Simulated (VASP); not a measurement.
# ZnCu (R3m) in VASP: single point with r2SCAN

Aim: the single point of ZnCu with r2SCAN.

Program: VASP 6.6.1. These are calculated values, not measurements. Logs are shortened: lines on timing, memory, paths and dates and some standing lists are left out, and cuts for length are marked.

## (1) The cell of the first run

It takes space group R3m (No. 160, trigonal). The conventional cell has a = 4.165 Å, b = 4.165 Å, c = 5.101 Å, α = 90.00°, β = 90.00°, γ = 120.00°. Within 3.2 Å of Zn (site symmetry 3m) lie 8 Cu at 2.45 to 2.65 Å and 6 Zn at 2.94 Å. Within 3.2 Å of Cu (site symmetry 3m) lie 8 Zn at 2.45 to 2.65 Å and 6 Cu at 2.94 Å.

## (2) Single point, r2SCAN

File POSCAR:

```
ZnCu
1.0
    2.9450000000      0.0000000000      0.0000000000
    0.0000000000      2.9450000000      0.0000000000
    0.0000000000      0.0000000000      2.9450000000
Zn Cu
1 1
Direct
    0.5000000000      0.5000000000      0.5000000000
    0.0196044234      0.0196044234      0.0196044234
```

File INCAR.step1:

```
  ALGO = Normal
  EDIFF = 1E-4
  ENCUT = 520
  GGA = PE
  ISMEAR = 0
  LASPH = True
  LCHARG = False
  LREAL = False
  LWAVE = True
  NBANDS = 18
  NELM = 60
  PREC = Accurate
  SIGMA = 0.15
```

File INCAR.step2:

```
  ALGO = Normal
  EDIFF = 1E-7
  ENCUT = 520
  ISIF = 2
  ISMEAR = 0
  ISTART = 1
  LASPH = True
  LCHARG = False
  LMIXTAU = True
  LREAL = False
  LWAVE = False
  METAGGA = R2SCAN
  NBANDS = 18
  NELM = 60
  PREC = Accurate
  SIGMA = 0.15
```

File KPOINTS:

```
k-points
0
Gamma
  16 16 16
```

Potentials or basis: VASP PAW PBE potentials, release 64 (Zn, Cu).

On the command line:

```bash
cat potpaw_PBE.64/Zn/POTCAR potpaw_PBE.64/Cu/POTCAR > POTCAR
cp INCAR.step1 INCAR
mpirun -np 1 vasp_std > vasp.out
cp INCAR.step2 INCAR
mpirun -np 1 vasp_std > vasp.out
```

OUTCAR:

```text
EDIFF = 1E-7
   ENCUT = 520
   ISIF = 2
   ISMEAR = 0
   ISTART = 1
   LASPH = True
   LREAL = False
   METAGGA = R2SCAN
   NELM = 60
   PREC = Accurate

 ion  position               nearest neighbor table
   1  0.500  0.500  0.500-   2 2.45   2 2.52   2 2.52   2 2.52   2 2.59   2 2.59   2 2.59   2 2.65

   2  0.020  0.020  0.020-   1 2.45   1 2.52   1 2.52   1 2.52   1 2.59   1 2.59   1 2.59   1 2.65

  LATTYP: Found a simple cubic cell.
 ALAT       =     2.9450000000

  Lattice vectors:

 A1 = (   2.9450000000,   0.0000000000,   0.0000000000)
 A2 = (   0.0000000000,   2.9450000000,   0.0000000000)
 A3 = (   0.0000000000,   0.0000000000,   2.9450000000)

Analysis of symmetry for initial positions (statically):
=====================================================================
 Subroutine PRICEL returns:
 Original cell was already a primitive cell.

 Routine SETGRP: Setting up the symmetry group for a
 simple cubic supercell.

 Subroutine GETGRP returns: Found  6 space group operations
 (whereof  6 operations were pure point group operations)
 out of a pool of 48 trial point group operations.

The static configuration has the point symmetry C_3v.

Analysis of symmetry for dynamics (positions and initial velocities):
=====================================================================
 Subroutine PRICEL returns:
 Original cell was already a primitive cell.

 Routine SETGRP: Setting up the symmetry group for a
 simple cubic supercell.

 Subroutine GETGRP returns: Found  6 space group operations
 (whereof  6 operations were pure point group operations)
 out of a pool of 48 trial point group operations.

The dynamic configuration has the point symmetry C_3v.

 Subroutine INISYM returns: Found  6 space group operations
 (whereof  6 operations are pure point group operations),
 and found     1 'primitive' translations

----------------------------------------------------------------------------------------

                                     Primitive cell

  volume of cell :      25.5421

  direct lattice vectors                    reciprocal lattice vectors
     2.945000000  0.000000000  0.000000000     0.339558574  0.000000000  0.000000000
     0.000000000  2.945000000  0.000000000     0.000000000  0.339558574  0.000000000
     0.000000000  0.000000000  2.945000000     0.000000000  0.000000000  0.339558574

  length of vectors
     2.945000000  2.945000000  2.945000000     0.339558574  0.339558574  0.339558574

  position of ions in fractional coordinates (direct lattice)
     0.500000000  0.500000000  0.500000000
     0.019604423  0.019604423  0.019604423

  ion indices of the primitive-cell ions
   primitive index   ion index
                 1           1
                 2           2

----------------------------------------------------------------------------------------

 KPOINTS: k-points

Automatic generation of k-mesh.
 Grid dimensions read from file:
 generate k-points for:   16   16   16

 Generating k-lattice:

  Cartesian coordinates                     Fractional coordinates (reciprocal lattice)
     0.021222411  0.000000000  0.000000000     0.062500000  0.000000000  0.000000000
     0.000000000  0.021222411  0.000000000     0.000000000  0.062500000  0.000000000
     0.000000000  0.000000000  0.021222411     0.000000000  0.000000000  0.062500000

  Length of vectors
     0.021222411  0.021222411  0.021222411

  Shift w.r.t. Gamma in fractional coordinates (k-lattice)
     0.000000000  0.000000000  0.000000000

 Subroutine IBZKPT returns following result:
 ===========================================

 Found    417 irreducible k-points:

 Following reciprocal coordinates:
            Coordinates               Weight
  0.000000  0.000000  0.000000      1.000000
  0.062500  0.000000  0.000000      6.000000
  0.125000  0.000000  0.000000      6.000000
  0.187500  0.000000  0.000000      6.000000
  0.250000  0.000000  0.000000      6.000000
  0.312500  0.000000  0.000000      6.000000
[... 16 lines left out ...]
 -0.062500  0.437500  0.000000     12.000000
  0.500000  0.062500  0.000000     12.000000
 [... further k-points ...]
   k-points           NKPTS =    417   k-points in BZ     NKDIM =    417   number of bands    NBANDS=     18
   number of dos      NEDOS =    301   number of ions     NIONS =      2
   total plane-waves  NPLWV =  13824
   dimension x,y,z NGX =    24 NGY =   24 NGZ =   24
   dimension x,y,z NGXF=    48 NGYF=   48 NGZF=   48
   ions per type =               1   1
   NGX,Y,Z   is equivalent  to a cutoff of  13.55, 13.55, 13.55 a.u.
   NGXF,Y,Z  is equivalent  to a cutoff of  27.10, 27.10, 27.10 a.u.
 SYSTEM =  unknown system
   PREC   = accura    normal or accurate (medium, high low for compatibility)
   ISTART =      1    job   : 0-new  1-cont  2-samecut
   ICHARG =      0    charge: 1-file 2-atom 10-const
   ISPIN  =      1    spin polarized calculation?
   LNONCOLLINEAR =      F non collinear calculations
   LSORBIT =      F    spin-orbit coupling
   LASPH  =      T    aspherical Exc in radial PAW
   ENCUT  =  520.0 eV  38.22 Ry    6.18 a.u.   5.48  5.48  5.48*2*pi/ulx,y,z
   NELM   =     60;   NELMIN=  2; NELMDL=  0     # of ELM steps
   EDIFF  = 0.1E-06   stopping-criterion for ELM
   LREAL  =      F    real-space projection
   EDIFFG = 0.1E-05   stopping-criterion for IOM
   NSW    =      0    number of steps for IOM
   IBRION =     -1    ionic relax: 0-MD 1-quasi-New 2-CG
   NFREE  =      0    steps in history (QN), initial steepest desc. (CG)
   ISIF   =      2    stress and relaxation
   ISYM   =      2    0-nonsym 1-usesym 2-fastsym
   POTIM  = 0.5000    time-step for ionic-motion
   TEBEG  =    0.0;   TEEND  =   0.0 temperature during run
   PSTRESS=    0.0 pullay stress
   NELECT =      23.0000    total number of electrons
   NUPDOWN=      -1.0000    fix difference up-down
   EMIN   =  10.00;   EMAX   =-10.00  energy-range for DOS
   EFERMI =   0.00;   METHOD = LEGACY
   ISMEAR =     0;   SIGMA  =   0.15  broadening in eV -4-tet -1-fermi 0-gaus
   EFERMI_NEDOS =   21; number of points for ismear=-14 and -15
   IALGO  =     38    algorithm
   IMIX   =      4    mixing-type and parameters
     AMIX     =   0.40;   BMIX     =  1.00
     AMIX_MAG =   1.60;   BMIX_MAG =  1.00
  volume/ion in A,a.u.               =      12.77        86.18
  Fermi-wavevector in a.u.,A,eV,Ry     =   1.580880  2.987429 34.003415  2.499180
  Thomas-Fermi vector in A             =   2.681040
   LORBIT       =      0    0 simple, 1 ext, 2 COOP (PROOUT), +10 PAW based schemes
   METAGGA = R2SCAN    functional components
   LHFCALC =     F    Hartree Fock is set to
   AEXX    =    0.0000 exact exchange contribution
   IVDW    =     0    specifies the selected vdW correction
   LEPSILON=     F    determine dielectric tensor
   LRPA    =     F    only Hartree local field effects (RPA)
 non-spin polarized calculation
 Gauss-broadening in eV      SIGMA  =   0.15
  energy-cutoff  :      520.00
  volume of cell :       25.54
 maximum number of plane-waves:       715
 NGX is ok and might be reduce to    24
   NGX = 11   NGY = 11   NGZ = 11

 number of electron      23.0000000 magnetization

 Free energy of the ion-electron system (eV)
  ---------------------------------------------------
  ext. energy  EPLUGINS =         0.00000000
  ---------------------------------------------------
  free energy    TOTEN  =       -19.91276388 eV

  energy without entropy =      -19.90632093  energy(sigma->0) =      -19.90954241

 E-fermi :   5.3591     XC(G=0): -13.5240

 val. band max:        5.3521732083   @ k =  -0.3125   0.4375   0.4375
 cond. band min:       5.3676215042   @ k =  -0.3125   0.0625   0.1250
 fundamental gap:      0.0154482959
 Fermi energy:         5.3591065323

 k-point     1 :       0.0000    0.0000    0.0000
  band No.  band energies     occupation
      1      -5.3916      2.00000
      2      -2.8028      2.00000
      3      -2.8028      2.00000
      4      -2.0825      2.00000
      5      -2.0702      2.00000
      6      -2.0702      2.00000
[... 10 lines left out ...]
     17      18.4873      0.00000
     18      29.8395      0.00000

 k-point     2 :       0.0625    0.0000    0.0000
  band No.  band energies     occupation
      1      -5.3178      2.00000
      2      -2.7945      2.00000
      3      -2.7872      2.00000
      4      -2.0871      2.00000
      5      -2.0769      2.00000
      6      -2.0693      2.00000
[... 10 lines left out ...]
     17      18.9057      0.00000
     18      28.9115      0.00000

 k-point     3 :       0.1250    0.0000    0.0000
  band No.  band energies     occupation
      1      -5.0979      2.00000
      2      -2.7706      2.00000
      3      -2.7413      2.00000
      4      -2.1043      2.00000
      5      -2.0960      2.00000
      6      -2.0622      2.00000
[... 10 lines left out ...]
     17      20.4741      0.00000
     18      27.3449      0.00000

 k-point     4 :       0.1875    0.0000    0.0000
  band No.  band energies     occupation
      1      -4.7385      2.00000
      2      -2.7344      2.00000
      3      -2.6671      2.00000
      4      -2.1316      2.00000
      5      -2.1244      2.00000
      6      -2.0501      2.00000
[... 375 lines left out ...]
      4      -2.2443      2.00000
      5      -2.0131      2.00000
      6      -1.4033      2.00000
[... 10 lines left out ...]
     17      19.6663      0.00000
     18      20.9060      0.00000

 k-point    23 :      -0.0625    0.4375    0.0000
  band No.  band energies     occupation
      1      -2.8691      2.00000
      2      -2.5733      2.00000
      3      -2.3029      2.00000
      4      -2.2447      2.00000
      5      -2.0129      2.00000
      6      -1.4029      2.00000
[... 10 lines left out ...]
     17      19.6657      0.00000
     18      20.8778      0.00000

 k-point    24 :       0.5000    0.0625    0.0000
  band No.  band energies     occupation
      1      -2.7979      2.00000
      2      -2.5638      2.00000
      3      -2.3069      2.00000
      4      -2.2511      2.00000
      5      -2.0104      2.00000
      6      -0.8891      2.00000
[... 10 lines left out ...]
     17      19.7570      0.00000
     18      20.8508      0.00000

 [... further k-points ...]

------------------------ aborting loop because EDIFF is reached ----------------------------------------

  FORCE on cell =-STRESS in cart. coord.  units (eV):
  Direction    XX          YY          ZZ          XY          YZ          ZX
  --------------------------------------------------------------------------------------
  -------------------------------------------------------------------------------------
  Total       -0.3374383     -0.3374383     -0.3374383      0.0601490      0.0601490      0.0601490
  in kB      -21.1664981    -21.1664981    -21.1664981      3.7729663      3.7729663      3.7729663
  external PRESSURE =     -21.1664981 kB  Pullay stress =       0.0000000 kB

 VOLUME and BASIS-vectors are now :
 -----------------------------------------------------------------------------
  energy-cutoff  :      520.00
  volume of cell :       25.54
      direct lattice vectors                 reciprocal lattice vectors
     2.945000000  0.000000000  0.000000000     0.339558574  0.000000000  0.000000000
     0.000000000  2.945000000  0.000000000     0.000000000  0.339558574  0.000000000
     0.000000000  0.000000000  2.945000000     0.000000000  0.000000000  0.339558574

 POSITION                                       TOTAL-FORCE (eV/Angst)
 -----------------------------------------------------------------------------------
      1.47250      1.47250      1.47250         0.276700      0.276700      0.276700
      0.05774      0.05774      0.05774        -0.276700     -0.276700     -0.276700
 -----------------------------------------------------------------------------------
    total drift:                                0.003987      0.003987      0.003977

  FREE ENERGIE OF THE ION-ELECTRON SYSTEM (eV)
  ---------------------------------------------------
  free  energy   TOTEN  =       -19.9127638844 eV

  energy  without entropy=      -19.9063209287  energy(sigma->0) =      -19.90954241
```

It took 20 min on 1 thread of Intel Xeon 8259CL, shared host; peak memory 0.28 GiB.

Results:

```yaml
Free_energy: -19.9128 eV
Pressure: -2.1 GPa
Largest_force: 0.479 eV/Å
Band_gap_on_the_k_mesh: zero (an odd number of electrons rules out a gap without spin polarisation)
```

Forces in eV/Å, atoms in the order of the input:
```
Zn   0.277  0.277  0.277
Cu  -0.277 -0.277 -0.277
```

Stress tensor (GPa, compression positive):
```
-2.12  0.38  0.38
 0.38 -2.12  0.38
 0.38  0.38 -2.12
```

Caveat: the cell differs from its parent crystal (all Cu atoms moved -0.100 Å, as atom 2 towards its neighbour atom 1 (Zn) at 2.550 Å); the PAW data sets were made with another functional, which shifts forces and pressure a little.
